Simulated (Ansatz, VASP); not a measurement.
Cd in VASP and in Ansatz

INCAR

```
PREC = Accurate
ENCUT = 500
EDIFF = 1E-7
ISMEAR = 0
SIGMA = 0.1
LREAL = F
LASPH = T
NELM = 120
ALGO = Normal
ISIF = 3
LWAVE = F
LCHARG = F
GGA = PE
IBRION = 2
NSW = 80
EDIFFG = -0.05
GGA_COMPAT = F
NELMIN = 4
```

Contents of KPOINTS:

```
Automatic mesh
0
Gamma
  8 8 8
```

Contents of POSCAR:

```
Cd
1.0
    0.0000000000      1.9457656787      1.9457656787
    1.9457656787      0.0000000000      1.9457656787
    1.9457656787      1.9457656787      0.0000000000
Cd
1
Direct
    0.0000000000      0.0000000000      0.0000000000
```

Input for Ansatz:

```yaml
crystal:
  lattice:
    - [0.0, 1.9457656737, 1.9457656737]
    - [1.9457656737, 0.0, 1.9457656737]
    - [1.9457656737, 1.9457656737, 0.0]
  atoms:
    - { symbol: Cd, position: [0.0, 0.0, 0.0] }
basis:
  ecutwfc: 420
kpoints:
  mp_grid: { grid: [8, 8, 8] }
hamiltonian:
  xc: pbe
scf:
  occupations: { method: gaussian, width: 0.1 }
output:
  forces: true
  stress: true
  eigenvalues: true
relax:
  adjacent_minimum: "off"
  f_tol: 0.05
  max_steps: 60
  cell: { stress_tol: 0.5 }
```

Alike in both runs: task relaxation of cell and atoms; functional PBE; k mesh 8 × 8 × 8; occupations gaussian, width 0.1 eV; no spin polarisation.

|  | VASP | Ansatz |
| --- | --- | --- |
| version | VASP 6.6.1 | Ansatz 0.2.0 |
| potentials or method | VASP PAW PBE potentials, release 64 (Cd), cutoff 500 eV | scalar-relativistic, plane waves, PAW |
| valence electrons in the cell | 12 | 20 |

```tsv
	VASP	Ansatz	Ansatz less VASP
gap on the k mesh at the Fermi level, each at its own relaxed structure (eV)	none	none	-
relaxed volume (Å³/atom)	22.35	22.82	+0.476
relaxed cell length with the largest relative difference (Å)	3.162	3.184	+0.0223
```

A gap of «none» marks a metal or a gap that the smearing closes. VASP's potentials hold 12 valence electrons a cell and Ansatz's 20, so a difference there can come from the potentials and not from the codes.

Noted on VASP's run: the volume moved by over 15 % at a fixed basis, so the end points are rough.
